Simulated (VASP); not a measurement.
## NaCl: single point with PBEsol

The system is NaCl.

```
Na Cl
1.0
     0.00000    2.84345    2.84345
     2.84345    0.00000    2.84345
     2.84345    2.84345    0.00000
Na Cl
1 1
Cartesian
  0.0000 0.0000 0.0000
  2.8434 2.8434 2.8434
```

| Property | Result |
| --- | --- |
| Program | VASP 6.6.1 |
| Task | single point |
| Functional | PBEsol |
| Potentials or basis | VASP PAW PBE potentials, release 64 (Na_pv, Cl) |
| Cutoff | 500 eV |
| k mesh | 6 × 6 × 6 |
| Occupations | gaussian, width 0.1 eV |
| Spin | no spin polarisation |
| Dipole correction | no |
| Further INCAR settings | ALGO = Normal; EDIFF = 1e-06; NBANDS = 14 |

| Property | Result |
| --- | --- |
| Pressure | -1.1 GPa |
| Band gap on the k mesh | 4.84 eV |

Levels at points of the mesh, in eV from the valence-band top:
| k point | band 5 | band 6 | band 7 | band 8 | band 9 | band 10 |
| --- | --- | --- | --- | --- | --- | --- |
| (0.00, 0.00, 0.00) | 0.00 | 0.00 | 0.00 | 4.84 | 10.97 | 10.97 |
| (0.50, 0.00, 0.00) | -1.90 | -0.26 | -0.26 | 7.04 | 10.30 | 10.80 |
| (0.50, 0.50, 0.00) | -1.64 | -0.59 | -0.59 | 7.37 | 7.91 | 10.96 |

Wall time 18 s on 1 thread of Intel Xeon 8259CL, on a shared host, peak memory 0.16 GiB.

Caveat: the PAW data sets were made with another functional, which shifts forces and pressure a little.
